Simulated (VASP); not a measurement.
# Zn2CdSe3 (I-4m2) in VASP: a series of runs

Zn2CdSe3 is run at these levels: PBE; tasks: single point, relaxation of cell and atoms.

Program: VASP 6.6.1. These are calculated values, not measurements. Logs are shortened: lines on timing, memory, paths and dates and some standing lists are left out, and cuts for length are marked.

**1. The cell of the first run**

It takes space group I-4m2 (No. 119, tetragonal). The conventional cell has a = 4.169 Å, b = 4.169 Å, c = 17.643 Å, α = 90.00°, β = 90.00°, γ = 90.00°. Within 3.3 Å of Zn (site symmetry 2mm) lie 4 Se at 2.50 Å. Within 3.5 Å of Cd (site symmetry -4m2) lie 4 Se at 2.66 Å. Se (site symmetry -4m2) has 4 Zn at 2.50 Å within 3.3 Å. Se (site symmetry 2mm) has 2 Zn at 2.50 Å and 2 Cd at 2.66 Å within 3.3 Å.

**2. Single point, PBE**

Contents of INCAR:

```
ALGO = Normal
EDIFF = 1E-6
ENCUT = 520
GGA = PE
ISIF = 2
ISMEAR = 0
LASPH = True
LCHARG = False
LREAL = False
LWAVE = False
NBANDS = 36
NELM = 60
PREC = Accurate
SIGMA = 0.15
```

Contents of KPOINTS:

```
k-points
0
Gamma
  4 4 4
```

Contents of POSCAR:

```
Zn2CdSe3
1.0
   -2.0843432734      2.0843432734      8.8214515626
    2.0843432734     -2.0843432734      8.8214515626
    2.0843432734      2.0843432734     -8.8214515626
Zn Cd Se
2 1 3
Direct
    0.6716306353      0.6716306353      0.0000000000
    0.3283693647      0.3283693647      0.0000000000
    0.0000000000      0.0000000000      0.0000000000
    0.7500000000      0.2500000000      0.5000000000
    0.0938533277      0.5938533277      0.5000000000
    0.4061466723      0.9061466723      0.5000000000
```

Potentials or basis: VASP PAW PBE potentials, release 64 (Zn, Cd, Se).

Run with:

```console
cat potpaw_PBE.64/Zn/POTCAR potpaw_PBE.64/Cd/POTCAR potpaw_PBE.64/Se/POTCAR > POTCAR
mpirun -np 1 vasp_std > vasp.out
```

OUTCAR:

```text
EDIFF = 1E-6
   ENCUT = 520
   GGA = PE
   ISIF = 2
   ISMEAR = 0
   LASPH = True
   LREAL = False
   NELM = 60
   PREC = Accurate

 ion  position               nearest neighbor table
   1  0.672  0.672  0.000-   5 2.50   5 2.50   4 2.50   4 2.50
   2  0.328  0.328  0.000-   6 2.50   6 2.50   4 2.50   4 2.50
   3  0.000  0.000  0.000-   5 2.66   6 2.66   5 2.66   6 2.66
   4  0.750  0.250  0.500-   2 2.50   1 2.50   2 2.50   1 2.50
   5  0.094  0.594  0.500-   1 2.50   1 2.50   3 2.66   3 2.66
   6  0.406  0.906  0.500-   2 2.50   2 2.50   3 2.66   3 2.66

  LATTYP: Found a body centered tetragonal cell.
 ALAT       =     4.1686865468
 C/A-ratio  =     4.2322450794

  Lattice vectors:

 A1 = (  -2.0843432734,   2.0843432734,   8.8214515626)
 A2 = (   2.0843432734,  -2.0843432734,   8.8214515626)
 A3 = (   2.0843432734,   2.0843432734,  -8.8214515626)

Analysis of symmetry for initial positions (statically):
=====================================================================
 Subroutine PRICEL returns:
 Original cell was already a primitive cell.

 Routine SETGRP: Setting up the symmetry group for a
 body centered tetragonal supercell.

 Subroutine GETGRP returns: Found  8 space group operations
 (whereof  8 operations were pure point group operations)
 out of a pool of 16 trial point group operations.

The static configuration has the point symmetry D_2d.

Analysis of symmetry for dynamics (positions and initial velocities):
=====================================================================
 Subroutine PRICEL returns:
 Original cell was already a primitive cell.

 Routine SETGRP: Setting up the symmetry group for a
 body centered tetragonal supercell.

 Subroutine GETGRP returns: Found  8 space group operations
 (whereof  8 operations were pure point group operations)
 out of a pool of 16 trial point group operations.

The dynamic configuration has the point symmetry D_2d.

 Subroutine INISYM returns: Found  8 space group operations
 (whereof  8 operations are pure point group operations),
 and found     1 'primitive' translations

----------------------------------------------------------------------------------------

                                     Primitive cell

  volume of cell :     153.2987

  direct lattice vectors                    reciprocal lattice vectors
    -2.084343273  2.084343273  8.821451563     0.000000000  0.239883711  0.056680014
     2.084343273 -2.084343273  8.821451563     0.239883711  0.000000000  0.056680014
     2.084343273  2.084343273 -8.821451563     0.239883711  0.239883711  0.000000000

  length of vectors
     9.300912936  9.300912936  9.300912936     0.246488983  0.246488983  0.339246798

  position of ions in fractional coordinates (direct lattice)
     0.671630635  0.671630635  0.000000000
     0.328369365  0.328369365  0.000000000
     0.000000000  0.000000000  0.000000000
     0.750000000  0.250000000  0.500000000
     0.093853328  0.593853328  0.500000000
     0.406146672  0.906146672  0.500000000

  ion indices of the primitive-cell ions
   primitive index   ion index
                 1           1
                 2           2
                 3           3
                 4           4
                 5           5
                 6           6

----------------------------------------------------------------------------------------

 KPOINTS: k-points

Automatic generation of k-mesh.
 Grid dimensions read from file:
 generate k-points for:    4    4    4

 Generating k-lattice:

  Cartesian coordinates                     Fractional coordinates (reciprocal lattice)
     0.000000000  0.059970928  0.014170004     0.250000000  0.000000000  0.000000000
     0.059970928  0.000000000  0.014170004     0.000000000  0.250000000  0.000000000
     0.059970928  0.059970928  0.000000000     0.000000000  0.000000000  0.250000000

  Length of vectors
     0.061622246  0.061622246  0.084811699

  Shift w.r.t. Gamma in fractional coordinates (k-lattice)
     0.000000000  0.000000000  0.000000000

 Subroutine IBZKPT returns following result:
 ===========================================

 Found     13 irreducible k-points:

 Following reciprocal coordinates:
            Coordinates               Weight
  0.000000  0.000000  0.000000      1.000000
  0.250000  0.000000  0.000000      8.000000
  0.500000  0.000000  0.000000      4.000000
  0.250000  0.250000  0.000000      8.000000
  0.500000  0.250000  0.000000     16.000000
 -0.250000  0.250000  0.000000      4.000000
  0.500000  0.500000  0.000000      2.000000
  0.250000  0.250000  0.250000      2.000000
 -0.250000  0.250000  0.250000      4.000000
  0.500000  0.500000  0.250000      4.000000
 -0.250000  0.500000  0.250000      8.000000
 -0.250000 -0.250000  0.250000      2.000000
  0.500000  0.500000  0.500000      1.000000
   k-points           NKPTS =     13   k-points in BZ     NKDIM =     13   number of bands    NBANDS=     36
   number of dos      NEDOS =    301   number of ions     NIONS =      6
   total plane-waves  NPLWV = 343000
   dimension x,y,z NGX =    70 NGY =   70 NGZ =   70
   dimension x,y,z NGXF=   140 NGYF=  140 NGZF=  140
   ions per type =               2   1   3
   NGX,Y,Z   is equivalent  to a cutoff of  12.51, 12.51, 12.51 a.u.
   NGXF,Y,Z  is equivalent  to a cutoff of  25.02, 25.02, 25.02 a.u.
 SYSTEM =  unknown system
   PREC   = accura    normal or accurate (medium, high low for compatibility)
   ISTART =      0    job   : 0-new  1-cont  2-samecut
   ICHARG =      2    charge: 1-file 2-atom 10-const
   ISPIN  =      1    spin polarized calculation?
   LNONCOLLINEAR =      F non collinear calculations
   LSORBIT =      F    spin-orbit coupling
   LASPH  =      T    aspherical Exc in radial PAW
   ENCUT  =  520.0 eV  38.22 Ry    6.18 a.u.  17.29 17.29 17.29*2*pi/ulx,y,z
   NELM   =     60;   NELMIN=  2; NELMDL= -5     # of ELM steps
   EDIFF  = 0.1E-05   stopping-criterion for ELM
   LREAL  =      F    real-space projection
   EDIFFG = 0.1E-04   stopping-criterion for IOM
   NSW    =      0    number of steps for IOM
   IBRION =     -1    ionic relax: 0-MD 1-quasi-New 2-CG
   NFREE  =      0    steps in history (QN), initial steepest desc. (CG)
   ISIF   =      2    stress and relaxation
   ISYM   =      2    0-nonsym 1-usesym 2-fastsym
   POTIM  = 0.5000    time-step for ionic-motion
   TEBEG  =    0.0;   TEEND  =   0.0 temperature during run
   PSTRESS=    0.0 pullay stress
   NELECT =      54.0000    total number of electrons
   NUPDOWN=      -1.0000    fix difference up-down
   EMIN   =  10.00;   EMAX   =-10.00  energy-range for DOS
   EFERMI =   0.00;   METHOD = LEGACY
   ISMEAR =     0;   SIGMA  =   0.15  broadening in eV -4-tet -1-fermi 0-gaus
   EFERMI_NEDOS =   21; number of points for ismear=-14 and -15
   IALGO  =     38    algorithm
   IMIX   =      4    mixing-type and parameters
     AMIX     =   0.40;   BMIX     =  1.00
     AMIX_MAG =   1.60;   BMIX_MAG =  1.00
  volume/ion in A,a.u.               =      25.55       172.42
  Fermi-wavevector in a.u.,A,eV,Ry     =   1.156183  2.184869 18.187712  1.336759
  Thomas-Fermi vector in A             =   2.292805
   LORBIT       =      0    0 simple, 1 ext, 2 COOP (PROOUT), +10 PAW based schemes
   GGA     = PE    functional components
   LHFCALC =     F    Hartree Fock is set to
   AEXX    =    0.0000 exact exchange contribution
   IVDW    =     0    specifies the selected vdW correction
   LEPSILON=     F    determine dielectric tensor
   LRPA    =     F    only Hartree local field effects (RPA)
 non-spin polarized calculation
 Gauss-broadening in eV      SIGMA  =   0.15
  energy-cutoff  :      520.00
  volume of cell :      153.30
 maximum number of plane-waves:      4153
 NGX is ok and might be reduce to    70
   NGX = 35   NGY = 35   NGZ = 35

 number of electron      54.0000009 magnetization

 Free energy of the ion-electron system (eV)
  ---------------------------------------------------
  ext. energy  EPLUGINS =         0.00000000
  ---------------------------------------------------
  free energy    TOTEN  =       -17.44030274 eV

  energy without entropy =      -17.44030072  energy(sigma->0) =      -17.44030173

 E-fermi :   1.4822     XC(G=0):  -8.9797

 val. band max:        1.0610438019   @ k =   0.0000   0.0000   0.0000
 cond. band min:       1.8847734081   @ k =   0.0000   0.0000   0.0000
 fundamental gap:      0.8237296061
 Fermi energy:         1.4821822771

 k-point     1 :       0.0000    0.0000    0.0000
  band No.  band energies     occupation
      1     -11.7500      2.00000
      2     -11.2102      2.00000
      3     -11.0517      2.00000
      4      -6.7154      2.00000
      5      -6.7154      2.00000
      6      -6.6700      2.00000
[... 28 lines left out ...]
     35       6.9272      0.00000
     36       8.9095      0.00000

 k-point     2 :       0.2500    0.0000    0.0000
  band No.  band energies     occupation
      1     -11.5430      2.00000
      2     -11.1755      2.00000
      3     -11.0112      2.00000
      4      -6.7066      2.00000
      5      -6.7062      2.00000
      6      -6.5600      2.00000
[... 28 lines left out ...]
     35       7.6125      0.00000
     36       7.9646      0.00000

 k-point     3 :       0.5000    0.0000    0.0000
  band No.  band energies     occupation
      1     -11.1804      2.00000
      2     -11.1665      2.00000
      3     -11.0877      2.00000
      4      -6.6976      2.00000
      5      -6.6679      2.00000
      6      -6.5319      2.00000
[... 28 lines left out ...]
     35       7.7920      0.00000
     36       8.2064      0.00000
[... 313 lines left out ...]
 k-point    12 :      -0.2500   -0.2500    0.2500
  band No.  band energies     occupation
      1     -11.7150      2.00000
      2     -11.3268      2.00000
      3     -10.9698      2.00000
      4      -6.7154      2.00000
      5      -6.7154      2.00000
      6      -6.6646      2.00000
[... 28 lines left out ...]
     35       7.1838      0.00000
     36       8.8440      0.00000

 k-point    13 :       0.5000    0.5000    0.5000
  band No.  band energies     occupation
      1     -11.6638      2.00000
      2     -11.4259      2.00000
      3     -10.9212      2.00000
      4      -6.7154      2.00000
      5      -6.7154      2.00000
      6      -6.6591      2.00000
[... 28 lines left out ...]
     35       7.7498      0.00000
     36       8.0159      0.00000

------------------------ aborting loop because EDIFF is reached ----------------------------------------

  FORCE on cell =-STRESS in cart. coord.  units (eV):
  Direction    XX          YY          ZZ          XY          YZ          ZX
  --------------------------------------------------------------------------------------
  -------------------------------------------------------------------------------------
  Total        0.1385655      0.1385655      0.2334547      0.0000000      0.0000000      0.0000000
  in kB        1.4481954      1.4481954      2.4399147      0.0000000      0.0000000      0.0000000
  external PRESSURE =       1.7787685 kB  Pullay stress =       0.0000000 kB

 VOLUME and BASIS-vectors are now :
 -----------------------------------------------------------------------------
  energy-cutoff  :      520.00
  volume of cell :      153.30
      direct lattice vectors                 reciprocal lattice vectors
    -2.084343273  2.084343273  8.821451563     0.000000000  0.239883711  0.056680014
     2.084343273 -2.084343273  8.821451563     0.239883711  0.000000000  0.056680014
     2.084343273  2.084343273 -8.821451563     0.239883711  0.239883711  0.000000000

 POSITION                                       TOTAL-FORCE (eV/Angst)
 -----------------------------------------------------------------------------------
      0.00000      0.00000     11.84951         0.000000      0.000000     -0.002351
      0.00000      0.00000      5.79339         0.000000      0.000000      0.002351
      0.00000      0.00000      0.00000        -0.000000     -0.000000     -0.000000
      0.00000      2.08434      4.41073        -0.000000     -0.000000     -0.000000
      2.08434      0.00000      1.65585        -0.000000     -0.000000     -0.002308
      2.08434      0.00000      7.16561         0.000000      0.000000      0.002308
 -----------------------------------------------------------------------------------
    total drift:                                0.000001     -0.000001      0.000000

  FREE ENERGIE OF THE ION-ELECTRON SYSTEM (eV)
  ---------------------------------------------------
  free  energy   TOTEN  =       -17.4403027358 eV

  energy  without entropy=      -17.4403007234  energy(sigma->0) =      -17.44030173
```

Wall time 3.6 min (1 thread of Intel Xeon Platinum 8488C (Sapphire Rapids), shared host); peak memory 0.68 GiB.

What came out:

```
Free energy            : -17.4403 eV
Pressure               : 0.2 GPa
Band gap on the k mesh : 0.82 eV
```

Forces in eV/Å, atoms in the order of the input:
```
Zn   0.000  0.000 -0.002
Zn   0.000  0.000  0.002
Cd   0.000  0.000  0.000
Se   0.000  0.000  0.000
Se   0.000  0.000 -0.002
Se   0.000  0.000  0.002
```

**3. Relaxation of cell and atoms, PBE**

This run uses another cell than the first one, of 24.37 Å³/atom.

Contents of INCAR:

```
SYSTEM = Zn2CdSe3
PREC = Accurate ; ENCUT = 600
EDIFF = 1E-6 ; ISMEAR = 0
SIGMA = 0.15 ; LREAL = .False.
LASPH = .True. ; NELM = 60
ALGO = Normal ; ISIF = 3
LWAVE = .False. ; LCHARG = .False.
GGA = PE ; IBRION = 2
NSW = 36 ; EDIFFG = -0.08
```

Contents of KPOINTS:

```
regular mesh
0
Gamma
  4 4 4
  0 0 0
```

Contents of POSCAR:

```
Zn2CdSe3
1.0
   -2.0500000000      2.0500000000      8.7000000000
    2.0500000000     -2.0500000000      8.7000000000
    2.0500000000      2.0500000000     -8.7000000000
Zn Cd Se
2 1 3
Direct
    0.6667000000      0.6667000000      0.0000000000
    0.3333000000      0.3333000000      0.0000000000
    0.0000000000      0.0000000000      0.0000000000
    0.7500000000      0.2500000000      0.5000000000
    0.0833300000      0.5833300000      0.5000000000
    0.4166700000      0.9166700000      0.5000000000
```

Potentials or basis: VASP PAW PBE potentials, release 64 (Zn, Cd, Se).

Run with:

```console
cat potpaw_PBE.64/Zn/POTCAR potpaw_PBE.64/Cd/POTCAR potpaw_PBE.64/Se/POTCAR > POTCAR
mpirun -np 1 vasp_std > vasp.out
```

Wall time 24 min (1 thread of Intel Xeon Platinum 8488C (Sapphire Rapids), shared host); peak memory 1.1 GiB.

The run converged. Its results:

| Property | Result |
| --- | --- |
| Free energy | -17.4369 eV |
| Relaxed volume | 25.76 Å³/atom |
| Relaxed cell | a = 9.332 Å, b = 9.332 Å, c = 9.332 Å, α = 154.13°, β = 154.13°, γ = 36.91° |
| Space group after relaxing (to 0.1 Å) | I-4m2 (No. 119) |
| Energy gained by relaxing | 59.4 meV/atom |
| Ionic steps | 7 |
| Pressure after relaxing | -0.3 GPa |
| Largest force after relaxing | 0.074 eV/Å |
| Band gap on the k mesh | 0.79 eV |

Forces on the atoms (eV/Å):
```
Zn   0.000  0.000  0.056
Zn   0.000  0.000 -0.056
Cd   0.000  0.000  0.000
Se   0.000  0.000  0.000
Se   0.000  0.000 -0.074
Se   0.000  0.000  0.074
```

The path:
```
step  energy change (eV)  largest force (eV/Å)  pressure (GPa)  volume (Å³)
   1              0.0000                1.5866            3.86       146.25
   2             -0.2473                0.5880           -1.31       159.03
   3             -0.2476                0.6203           -1.17       158.50
   4             -0.3069                0.3466           -0.56       156.03
   5             -0.3367                0.3720            0.41       152.76
   6             -0.3522                0.2027            0.03       153.70
   7             -0.3564                0.0739           -0.27       154.53
```

Final structure:
```cif
data_structure
_symmetry_space_group_name_H-M 'P 1'
_symmetry_Int_Tables_number 1
_cell_length_a 9.3320
_cell_length_b 9.3320
_cell_length_c 9.3320
_cell_angle_alpha 154.128
_cell_angle_beta 154.128
_cell_angle_gamma 36.913
_cell_volume 154.53
loop_
_atom_site_label
_atom_site_type_symbol
_atom_site_fract_x
_atom_site_fract_y
_atom_site_fract_z
_atom_site_occupancy
Zn1 Zn 0.67135 0.67135 0.00000 1
Zn2 Zn 0.32865 0.32865 0.00000 1
Cd1 Cd 0.00000 0.00000 0.00000 1
Se1 Se 0.75000 0.25000 0.50000 1
Se2 Se 0.09419 0.59419 0.50000 1
Se3 Se 0.40581 0.90581 0.50000 1
```

Levels at points of the mesh, in eV from the valence-band top:
```
           k point  band 23  band 24  band 25  band 26  band 27  band 28  band 29  band 30  band 31  band 32
(0.00, 0.00, 0.00)    -1.37    -1.37    -0.08     0.00     0.00     0.79     3.34     3.43     3.74     4.01
(0.50, 0.00, 0.00)    -1.66    -0.98    -0.96    -0.75    -0.52     2.33     3.33     3.48     5.60     6.21
(0.50, 0.50, 0.00)    -2.22    -2.21    -2.21    -1.89    -1.87     3.12     3.47     4.36     4.56     4.58
(0.50, 0.50, 0.50)    -1.81    -0.76    -0.76    -0.43    -0.43     2.60     2.71     3.27     3.41     4.76
```

Caveat: the relaxation stopped at a loose force limit of 0.08 eV/Å, so its end isn't a converged minimum.
